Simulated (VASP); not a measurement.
# O (Fmmm) in VASP: further runs

The runs below take O through single point, with PBE, LDA.

Program: VASP 6.6.1. These are calculated values, not measurements. Logs are shortened: lines on timing, memory, paths and dates and some standing lists are left out, and cuts for length are marked.

**1. The cell of the first run**

The structure is orthorhombic, space group Fmmm (No. 69). The conventional cell has a = 3.004 Å, b = 3.780 Å, c = 7.798 Å, α = 90.00°, β = 90.00°, γ = 90.00°. Within 1.6 Å of O (site symmetry mm2) lie 1 O at 1.23 Å.

**2. Single point, PBE**

INCAR

```
SYSTEM = O
PREC = Accurate
ENCUT = 520
EDIFF = 1E-6
ISMEAR = 0
SIGMA = 0.02
LREAL = .FALSE.
LASPH = .TRUE.
NELM = 100
ALGO = Normal
ISIF = 2
LWAVE = .FALSE.
LCHARG = .TRUE.
GGA = PE
LELF = .TRUE.
LVHAR = .TRUE.
NBANDS = 13
```

KPOINTS

```
regular mesh
0
G
  12 12 12
  0 0 0
```

POSCAR

```
O
1.0
    0.0000000000      1.8898850000      3.8988370000
    1.5017730000      0.0000000000      3.8988370000
    1.5017730000      1.8898850000      0.0000000000
O
2
Direct
    0.5789020000      0.5789020000      0.4210980000
    0.4210980000      0.4210980000      0.5789020000
```

Potentials or basis: VASP PAW PBE potentials, release 64 (O).

The run is started by

```sh
> cat potpaw_PBE.64/O/POTCAR > POTCAR
> mpirun -np 1 vasp_std > vasp.out
```

OUTCAR:

```text
SYSTEM = O
   PREC = Accurate
   ENCUT = 520
   EDIFF = 1E-6
   ISMEAR = 0
   LREAL = .FALSE.
   LASPH = .TRUE.
   NELM = 100
   ISIF = 2
   GGA = PE

 ion  position               nearest neighbor table
   1  0.579  0.579  0.421-   2 1.23
   2  0.421  0.421  0.579-   1 1.23

  LATTYP: Found a face centered orthorhombic cell.
 ALAT       =     3.0035460000
 B/A-ratio  =     1.2584358621
 C/A-ratio  =     2.5961560103

  Lattice vectors:

 A1 = (   0.0000000000,   1.8898850000,   3.8988370000)
 A2 = (   1.5017730000,   0.0000000000,   3.8988370000)
 A3 = (   1.5017730000,   1.8898850000,   0.0000000000)

Analysis of symmetry for initial positions (statically):
=====================================================================
 Subroutine PRICEL returns:
 Original cell was already a primitive cell.

 Routine SETGRP: Setting up the symmetry group for a
 face centered orthorhombic supercell.

 Subroutine GETGRP returns: Found  8 space group operations
 (whereof  8 operations were pure point group operations)
 out of a pool of  8 trial point group operations.

The static configuration has the point symmetry D_2h.

Analysis of symmetry for dynamics (positions and initial velocities):
=====================================================================
 Subroutine PRICEL returns:
 Original cell was already a primitive cell.

 Routine SETGRP: Setting up the symmetry group for a
 face centered orthorhombic supercell.

 Subroutine GETGRP returns: Found  8 space group operations
 (whereof  8 operations were pure point group operations)
 out of a pool of  8 trial point group operations.

The dynamic configuration has the point symmetry D_2h.

 Subroutine INISYM returns: Found  8 space group operations
 (whereof  8 operations are pure point group operations),
 and found     1 'primitive' translations

----------------------------------------------------------------------------------------

                                     Primitive cell

  volume of cell :      22.1312

  direct lattice vectors                    reciprocal lattice vectors
     0.000000000  1.889885000  3.898837000    -0.332939798  0.264566363  0.128243371
     1.501773000  0.000000000  3.898837000     0.332939798 -0.264566363  0.128243371
     1.501773000  1.889885000  0.000000000     0.332939798  0.264566363 -0.128243371

  length of vectors
     4.332735310  4.178067986  2.413915379     0.444174101  0.444174101  0.444174101

  position of ions in fractional coordinates (direct lattice)
     0.578902000  0.578902000  0.421098000
     0.421098000  0.421098000  0.578902000

  ion indices of the primitive-cell ions
   primitive index   ion index
                 1           1
                 2           2

----------------------------------------------------------------------------------------

 KPOINTS: regular mesh

Automatic generation of k-mesh.
 Grid dimensions read from file:
 generate k-points for:   12   12   12

 Generating k-lattice:

  Cartesian coordinates                     Fractional coordinates (reciprocal lattice)
    -0.027744983  0.022047197  0.010686948     0.083333333  0.000000000  0.000000000
     0.027744983 -0.022047197  0.010686948     0.000000000  0.083333333  0.000000000
     0.027744983  0.022047197 -0.010686948     0.000000000  0.000000000  0.083333333

  Length of vectors
     0.037014508  0.037014508  0.037014508

  Shift w.r.t. Gamma in fractional coordinates (k-lattice)
     0.000000000  0.000000000  0.000000000

 Subroutine IBZKPT returns following result:
 ===========================================

 Found    280 irreducible k-points:

 Following reciprocal coordinates:
            Coordinates               Weight
  0.000000  0.000000  0.000000      1.000000
  0.083333  0.000000  0.000000      8.000000
  0.166667  0.000000  0.000000      8.000000
  0.250000  0.000000  0.000000      8.000000
  0.333333  0.000000  0.000000      8.000000
  0.416667  0.000000  0.000000      8.000000
[... 16 lines left out ...]
  0.500000  0.166667 -0.000000      8.000000
 -0.416667  0.166667  0.000000      8.000000
 [... further k-points ...]
   k-points           NKPTS =    280   k-points in BZ     NKDIM =    280   number of bands    NBANDS=     13
   number of dos      NEDOS =    301   number of ions     NIONS =      2
   total plane-waves  NPLWV =  18432
   dimension x,y,z NGX =    32 NGY =   32 NGZ =   18
   dimension x,y,z NGXF=    64 NGYF=   64 NGZF=   36
   ions per type =               2
   NGX,Y,Z   is equivalent  to a cutoff of  12.28, 12.73, 12.40 a.u.
   NGXF,Y,Z  is equivalent  to a cutoff of  24.56, 25.47, 24.79 a.u.
 SYSTEM =  O
   PREC   = accura    normal or accurate (medium, high low for compatibility)
   ISTART =      0    job   : 0-new  1-cont  2-samecut
   ICHARG =      2    charge: 1-file 2-atom 10-const
   ISPIN  =      1    spin polarized calculation?
   LNONCOLLINEAR =      F non collinear calculations
   LSORBIT =      F    spin-orbit coupling
   LASPH  =      T    aspherical Exc in radial PAW
   ENCUT  =  520.0 eV  38.22 Ry    6.18 a.u.   8.06  7.77  4.49*2*pi/ulx,y,z
   NELM   =    100;   NELMIN=  2; NELMDL= -5     # of ELM steps
   EDIFF  = 0.1E-05   stopping-criterion for ELM
   LREAL  =      F    real-space projection
   EDIFFG = 0.1E-04   stopping-criterion for IOM
   NSW    =      0    number of steps for IOM
   IBRION =     -1    ionic relax: 0-MD 1-quasi-New 2-CG
   NFREE  =      0    steps in history (QN), initial steepest desc. (CG)
   ISIF   =      2    stress and relaxation
   ISYM   =      2    0-nonsym 1-usesym 2-fastsym
   POTIM  = 0.5000    time-step for ionic-motion
   TEBEG  =    0.0;   TEEND  =   0.0 temperature during run
   PSTRESS=    0.0 pullay stress
   NELECT =      12.0000    total number of electrons
   NUPDOWN=      -1.0000    fix difference up-down
   EMIN   =  10.00;   EMAX   =-10.00  energy-range for DOS
   EFERMI =   0.00;   METHOD = LEGACY
   ISMEAR =     0;   SIGMA  =   0.02  broadening in eV -4-tet -1-fermi 0-gaus
   EFERMI_NEDOS =   21; number of points for ismear=-14 and -15
   IALGO  =     38    algorithm
   IMIX   =      4    mixing-type and parameters
     AMIX     =   0.40;   BMIX     =  1.00
     AMIX_MAG =   1.60;   BMIX_MAG =  1.00
  volume/ion in A,a.u.               =      11.07        74.67
  Fermi-wavevector in a.u.,A,eV,Ry     =   1.334956  2.522701 24.247050  1.782108
  Thomas-Fermi vector in A             =   2.463698
   LORBIT       =      0    0 simple, 1 ext, 2 COOP (PROOUT), +10 PAW based schemes
   GGA     = PE    functional components
   LHFCALC =     F    Hartree Fock is set to
   AEXX    =    0.0000 exact exchange contribution
   IVDW    =     0    specifies the selected vdW correction
   LEPSILON=     F    determine dielectric tensor
   LRPA    =     F    only Hartree local field effects (RPA)
 non-spin polarized calculation
 Gauss-broadening in eV      SIGMA  =   0.02
  energy-cutoff  :      520.00
  volume of cell :       22.13
 maximum number of plane-waves:       611
   NGX = 15   NGY = 15   NGZ =  9

 number of electron      11.9999998 magnetization

 Free energy of the ion-electron system (eV)
  ---------------------------------------------------
  ext. energy  EPLUGINS =         0.00000000
  ---------------------------------------------------
  free energy    TOTEN  =        -9.65035939 eV

  energy without entropy =       -9.64996640  energy(sigma->0) =       -9.65016290

 E-fermi :   0.4433     XC(G=0):  -9.5350

 val. band max:        0.4298173348   @ k =   0.3333  -0.3333   0.2500
 cond. band min:       0.4438100385   @ k =   0.2500   0.0000   0.1667
 fundamental gap:      0.0139927037
 Fermi energy:         0.4433006169

 k-point     1 :       0.0000    0.0000    0.0000
  band No.  band energies     occupation
      1     -26.5848      2.00000
      2     -14.2611      2.00000
      3      -8.0616      2.00000
      4      -4.5837      2.00000
      5      -4.1094      2.00000
      6       1.6009      0.00000
      7       2.0106      0.00000
      8      10.5662      0.00000
      9      10.6065      0.00000
     10      13.1544      0.00000
     11      19.0045      0.00000
     12      21.5569      0.00000
     13      27.0162      0.00000

 k-point     2 :       0.0833    0.0000    0.0000
  band No.  band energies     occupation
      1     -26.5361      2.00000
      2     -14.2133      2.00000
      3      -8.0056      2.00000
      4      -4.7510      2.00000
      5      -4.2085      2.00000
      6       1.4590      0.00000
      7       1.9312      0.00000
      8      10.2815      0.00000
      9      11.0514      0.00000
     10      13.3781      0.00000
     11      19.2306      0.00000
     12      21.5654      0.00000
     13      26.2507      0.00000

 k-point     3 :       0.1667    0.0000    0.0000
  band No.  band energies     occupation
      1     -26.4006      2.00000
      2     -14.0776      2.00000
      3      -7.8678      2.00000
      4      -5.3525      2.00000
      5      -4.2739      2.00000
      6       0.9180      0.00000
      7       1.8831      0.00000
      8      10.0153      0.00000
      9      11.7546      0.00000
     10      14.0033      0.00000
     11      19.7533      0.00000
     12      21.3819      0.00000
     13      24.7336      0.00000
[... 305 lines left out ...]
 k-point    23 :       0.5000    0.1667   -0.0000
  band No.  band energies     occupation
      1     -25.9966      2.00000
      2     -13.8148      2.00000
      3      -7.7342      2.00000
      4      -6.4201      2.00000
      5      -4.2622      2.00000
      6      -0.6162      2.00000
      7       1.9471      0.00000
      8       8.8021      0.00000
      9      14.5602      0.00000
     10      15.5223      0.00000
     11      17.8944      0.00000
     12      21.1544      0.00000
     13      25.7290      0.00000

 k-point    24 :      -0.4167    0.1667    0.0000
  band No.  band energies     occupation
      1     -25.8474      2.00000
      2     -13.5667      2.00000
      3      -8.2245      2.00000
      4      -6.4671      2.00000
      5      -4.2409      2.00000
      6      -1.1969      2.00000
      7       1.9590      0.00000
      8       9.2549      0.00000
      9      15.4492      0.00000
     10      15.8787      0.00000
     11      16.9467      0.00000
     12      20.1637      0.00000
     13      25.8363      0.00000

 [... further k-points ...]
[... 5 lines left out ...]
  --------------------------------------------------------------------------------------
  -------------------------------------------------------------------------------------
  Total        0.3079841     -0.1029051      0.1025860      0.0000000      0.0000000      0.0000000
  in kB       22.2963652     -7.4497697      7.4266644      0.0000000      0.0000000      0.0000000
  external PRESSURE =       7.4244200 kB  Pullay stress =       0.0000000 kB

 VOLUME and BASIS-vectors are now :
 -----------------------------------------------------------------------------
  energy-cutoff  :      520.00
  volume of cell :       22.13
      direct lattice vectors                 reciprocal lattice vectors
     0.000000000  1.889885000  3.898837000    -0.332939798  0.264566363  0.128243371
     1.501773000  0.000000000  3.898837000     0.332939798 -0.264566363  0.128243371
     1.501773000  1.889885000  0.000000000     0.332939798  0.264566363 -0.128243371

 POSITION                                       TOTAL-FORCE (eV/Angst)
 -----------------------------------------------------------------------------------
      1.50177      1.88989      4.51409         0.000000      0.000000     -0.120860
      1.50177      1.88989      3.28358         0.000000      0.000000      0.120860
 -----------------------------------------------------------------------------------
    total drift:                                0.000000      0.000000      0.000000

  FREE ENERGIE OF THE ION-ELECTRON SYSTEM (eV)
  ---------------------------------------------------
  free  energy   TOTEN  =        -9.6503593875 eV

  energy  without entropy=       -9.6499664040  energy(sigma->0) =       -9.65016290
```

It took 25 s on 1 thread of Intel Xeon 6975P-C (Granite Rapids), shared host; peak memory 0.18 GiB.

Results:

```
Free energy            : -9.6504 eV
Pressure               : 0.7 GPa
Largest force          : 0.121 eV/Å
Band gap on the k mesh : zero (band 6 reaches 1.73 eV, above the bottom of band 7 at -0.22 eV)
```

Forces on the atoms (eV/Å):
```
O    0.000  0.000 -0.121
O    0.000  0.000  0.121
```

Levels at points of the mesh, in eV from the Fermi level:
| k point | band 2 | band 3 | band 4 | band 5 | band 6 | band 7 | band 8 | band 9 | band 10 | band 11 |
| --- | --- | --- | --- | --- | --- | --- | --- | --- | --- | --- |
| (0.00, 0.00, 0.00) | -14.70 | -8.50 | -5.03 | -4.55 | 1.16 | 1.57 | 10.12 | 10.16 | 12.71 | 18.56 |
| (0.50, 0.00, 0.00) | -13.86 | -8.88 | -6.99 | -4.67 | -1.84 | 1.51 | 9.19 | 15.03 | 15.20 | 17.30 |
| (0.50, 0.50, 0.00) | -15.25 | -7.30 | -5.08 | -4.58 | 1.28 | 1.63 | 6.31 | 10.89 | 13.71 | 20.41 |
| (0.50, 0.00, 0.50) | -12.99 | -8.55 | -7.05 | -6.56 | -1.30 | -0.53 | 10.39 | 11.98 | 15.55 | 18.55 |
| (0.00, 0.50, 0.50) | -13.16 | -8.41 | -7.15 | -6.20 | -1.74 | -0.26 | 9.63 | 11.94 | 17.40 | 17.72 |

Caveat: the standard files for N, O and F lose accuracy on very short bonds; spin is off for a triplet molecule.

**3. Single point, LDA**

INCAR

```
PREC = Accurate ; ENCUT = 520
EDIFF = 1E-6 ; ISMEAR = 0
SIGMA = 0.1 ; LREAL = F
LASPH = T ; NELM = 100
ALGO = Normal ; ISIF = 2
LWAVE = F ; LCHARG = F
NBANDS = 13
```

KPOINTS

```
Automatic mesh
0
Gamma
  12 12 12
```

POSCAR is that of step 2.

Potentials or basis: VASP PAW LDA potentials, release 64 (O).

The run is started by

```sh
> cat potpaw_LDA.64/O/POTCAR > POTCAR
> mpirun -np 1 vasp_std > vasp.out
```

It took 22 s on 1 thread of Intel Xeon 6975P-C (Granite Rapids), shared host; peak memory 0.17 GiB.

The run converged. Its results:

| Quantity | Value |
| --- | --- |
| Free energy | -10.9699 eV |
| Pressure | -8.2 GPa |
| Largest force | 0.880 eV/Å |
| Band gap on the k mesh | zero (band 6 reaches 1.45 eV, above the bottom of band 7 at -0.55 eV) |

Forces on the atoms (eV/Å):
```
O    0.000  0.000 -0.880
O    0.000  0.000  0.880
```

Stress tensor (GPa, compression positive):
```
-5.51  0.00  0.00
 0.00 -9.48  0.00
 0.00  0.00 -9.53
```

Levels at points of the mesh, in eV from the Fermi level:
```tsv
k point	band 2	band 3	band 4	band 5	band 6	band 7	band 8	band 9	band 10	band 11
(0.00, 0.00, 0.00)	-14.32	-8.54	-5.02	-4.54	1.18	1.59	9.80	9.98	12.09	18.18
(0.50, 0.00, 0.00)	-13.44	-9.00	-6.93	-4.66	-1.90	1.54	9.00	14.56	14.74	16.79
(0.50, 0.50, 0.00)	-14.92	-7.26	-5.07	-4.57	1.31	1.65	6.06	10.40	13.36	19.96
(0.50, 0.00, 0.50)	-12.52	-8.64	-7.09	-6.47	-1.33	-0.53	10.25	11.39	15.04	18.03
(0.00, 0.50, 0.50)	-12.71	-8.50	-7.19	-6.09	-1.79	-0.25	9.48	11.33	16.88	17.22
```

Caveat: the standard files for N, O and F lose accuracy on very short bonds; spin is off for a triplet molecule.
